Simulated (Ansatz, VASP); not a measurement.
Two plane-wave programs on Al9H

Contents of INCAR:

```
SYSTEM = Al9H
PREC     = Accurate       ! precision mode
ENCUT    = 520            ! plane-wave cutoff, eV
EDIFF    = 1E-6           ! SCF threshold, eV
ISMEAR   = 0              ! smearing method
SIGMA    = 0.1            ! smearing width, eV
LREAL    = .FALSE.        ! projectors in reciprocal space
LASPH    = .TRUE.         ! aspherical terms in the spheres
NELM     = 80             ! most SCF steps
ALGO     = Normal         ! electronic algorithm
ISIF     = 2              ! what is computed and relaxed
LWAVE    = .FALSE.        ! write WAVECAR
LCHARG   = .FALSE.        ! write CHGCAR
LDIPOL   = .TRUE.       
IDIPOL   = 3            
DIPOL    = 0.5 0.5 0.313
GGA      = PE             ! functional
NBANDS   = 25             ! bands
```

File KPOINTS:

```
regular mesh
0
G
  9 3 1
  0 0 0
```

File POSCAR:

```
Al9H
1.0
    2.8543223330      0.0000000000      0.0000000000
   -1.4271611665      9.7033329366      0.0000000000
    0.0000000000      0.0000000000     21.7902708969
Al H
9 1
Direct
    0.5324485604      0.0648971207      0.1835681630
    0.6709687938      0.3419375876      0.2292758741
    0.2986728405      0.5973456810      0.2384174163
    0.9263768872      0.8527537744      0.2475589585
    0.0639738222      0.1277383808      0.2937147080
    0.1995905480      0.4042696935      0.3452583266
    0.8288544886      0.6597110299      0.3524478004
    0.4526361687      0.9111292155      0.3607640453
    0.5925232094      0.1814597089      0.4034034702
    0.8425232094      0.4314597089      0.4800431783
```

Input for Ansatz:

```yaml
crystal:
  lattice:
    - [2.854322333, 0.0, 0.0]
    - [-1.4271611665, 9.7033329366, 0.0]
    - [0.0, 0.0, 21.7902708969]
  atoms:
    - { symbol: Al, position: [0.5324485604, 0.0648971207, 0.183568163] }
    - { symbol: Al, position: [0.6709687938, 0.3419375876, 0.2292758741] }
    - { symbol: Al, position: [0.2986728405, 0.597345681, 0.2384174163] }
    - { symbol: Al, position: [0.9263768872, 0.8527537744, 0.2475589585] }
    - { symbol: Al, position: [0.0639738222, 0.1277383808, 0.293714708] }
    - { symbol: Al, position: [0.199590548, 0.4042696935, 0.3452583266] }
    - { symbol: Al, position: [0.8288544886, 0.6597110299, 0.3524478004] }
    - { symbol: Al, position: [0.4526361687, 0.9111292155, 0.3607640453] }
    - { symbol: Al, position: [0.5925232094, 0.1814597089, 0.4034034702] }
    - { symbol: H, position: [0.8425232094, 0.4314597089, 0.4800431783] }
basis:
  ecutwfc: 420
kpoints:
  mp_grid: { grid: [9, 3, 1] }
hamiltonian:
  xc: pbe
scf:
  occupations: { method: gaussian, width: 0.1 }
output:
  forces: true
  eigenvalues: true
efield:
  axis: 3
  dipole_correction: true
  ramp_width: 0.04
```

Alike in both runs: task single point; functional PBE; k mesh 9 × 3 × 1; occupations gaussian, width 0.1 eV; no spin polarisation.

|  | VASP | Ansatz |
| --- | --- | --- |
| version | VASP 6.6.1 | Ansatz 0.2.0 |
| potentials or method | VASP PAW PBE potentials, release 64 (Al, H), cutoff 520 eV | scalar-relativistic, plane waves, PAW |
| valence electrons in the cell | 28 | 28 |

VASP gave:

* gap on the k mesh at the Fermi level (eV): none
* rms of the force components (eV/Å): 0.189

Q: What did Ansatz give for the same quantities?

A: gap on the k mesh at the Fermi level (eV): none; rms of the force components (eV/Å): 0.190.

Atom by atom the forces differ by 0.001 eV/Å (rms over components). A gap of «none» marks a metal or a gap that the smearing closes. With one functional, cell and mesh, what is left measures potentials, basis and numerics.
